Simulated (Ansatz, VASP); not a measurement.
# One calculation of KCl, two programs

```xyz
2
Lattice="3.7705 0.0000 0.0000 0.0000 3.7705 0.0000 0.0000 0.0000 3.7705" Properties=species:S:1:pos:R:3 pbc="T T T"
K     0.0000    0.0000    0.0000
Cl    1.8852    1.8852    1.8852
```

Alike in both runs: task relaxation of cell and atoms; functional r2SCAN; k mesh 6 × 6 × 6; occupations gaussian, width 0.02 eV; no spin polarisation.

|  | VASP | Ansatz |
| --- | --- | --- |
| version | VASP 6.6.1 | Ansatz 0.2.0 |
| potentials or method | VASP PAW PBE potentials, release 64 (K_sv, Cl), cutoff 600 eV | scalar-relativistic, plane waves, PAW |
| valence electrons in the cell | 16 | 16 |

VASP gave:

* gap on the k mesh at the Fermi level, each at its own relaxed structure (eV): 5.81
* relaxed volume (Å³/atom): 26.80
* relaxed length of the cell vector where the two differ most in proportion (Å): 3.770

**Question.** Estimate Ansatz's values.

**Answer.** gap on the k mesh at the Fermi level, each at its own relaxed structure (eV): 5.80; relaxed volume (Å³/atom): 26.80; relaxed length of the cell vector where the two differ most in proportion (Å): 3.770.

VASP's potentials were made for PBE, not for r2SCAN.

Noted on VASP's run: the relaxation stopped at its first step, so nothing moved.
